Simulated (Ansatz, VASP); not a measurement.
One calculation of GaSb, two programs

File INCAR:

```
PREC = Accurate
ENCUT = 520
EDIFF = 1E-6
ISMEAR = 0
SIGMA = 0.026000000000000002
LREAL = False
LASPH = True
NELM = 100
ALGO = Normal
ISIF = 2
LWAVE = False
LCHARG = False
GGA = PE
NBANDS = 16
```

KPOINTS

```
regular mesh
0
Gamma
  8 8 8
```

Contents of POSCAR:

```
GaSb
1.0
    0.0000000000      3.0590000000      3.0590000000
    3.0590000000      0.0000000000      3.0590000000
    3.0590000000      3.0590000000      0.0000000000
Sb Ga
1 1
Direct
    0.7500000000      0.7500000000      0.7500000000
    0.0000000000      0.0000000000      0.0000000000
```

Contents of input.yaml:

```yaml
crystal:
  lattice:
    - [0.0, 3.059, 3.059]
    - [3.059, 0.0, 3.059]
    - [3.059, 3.059, 0.0]
  atoms:
    - { symbol: Sb, position: [0.75, 0.75, 0.75] }
    - { symbol: Ga, position: [0.0, 0.0, 0.0] }
kpoints:
  mp_grid: { grid: [8, 8, 8] }
scf:
  occupations: { method: gaussian, width: 0.026 }
hamiltonian:
  xc: pbe
  pseudopotentials: { kind: all_electron, lapw: { basis_error: 0.001 } }
output:
  forces: true
  stress: true
  eigenvalues: true
```

Alike in both runs: task single point; functional PBE; k mesh 8 × 8 × 8; occupations gaussian, width 0.026 eV; no spin polarisation.

|  | VASP | Ansatz |
| --- | --- | --- |
| version | VASP 6.6.1 | Ansatz 0.2.0 |
| potentials or method | VASP PAW PBE potentials, release 64 (Sb, Ga_d), cutoff 520 eV | all-electron LAPW, scalar-relativistic |

|  | VASP | Ansatz | Ansatz less VASP |
| --- | --- | --- | --- |
| gap on the k mesh at the Fermi level (eV) | 0.04 | 0.04 | +0.003 |
| least direct gap on the mesh (eV) | 0.04 | 0.04 | +0.003 |
| pressure (GPa) | 2.4 | 2.3 | -0.07 |

Ansatz ran all-electron here, and VASP with PAW potentials.

Neither program's run includes spin-orbit coupling.
